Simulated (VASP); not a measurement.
TaN:

```xyz
2
Lattice="0.0000 2.1790 2.1790 2.1790 0.0000 2.1790 2.1790 2.1790 0.0000" Properties=species:S:1:pos:R:3 pbc="T T T"
Ta    2.1790    2.1790    2.1790
N     0.0000    0.0000    0.0000
```

Base run:

| Property | Result |
| --- | --- |
| Program | VASP 6.6.1 |
| Functional | PBE |
| Potentials or basis | VASP PAW PBE potentials, release 64 (Ta_pv, N) |
| Cutoff | 600 eV |
| k mesh | 7 × 7 × 7 |
| Occupations | methfessel-paxton, width 0.05 eV |
| Spin | no spin polarisation |

Its results: band gap on the k mesh zero (band 8 reaches 11.25 eV, above the bottom of band 9 at 7.65 eV); pressure 15.3 GPa.

**Question.** The run is repeated on the same cell with these changes: k mesh from 7 × 7 × 7 to 4 × 4 × 4. What comes out?

**Answer.** Band gap on the k mesh zero (band 8 reaches 11.88 eV, above the bottom of band 9 at 7.71 eV); pressure 16.6 GPa.

Caveats: some runs use coarse meshes; spin-orbit coupling is left out, which moves the levels of the heavy elements.
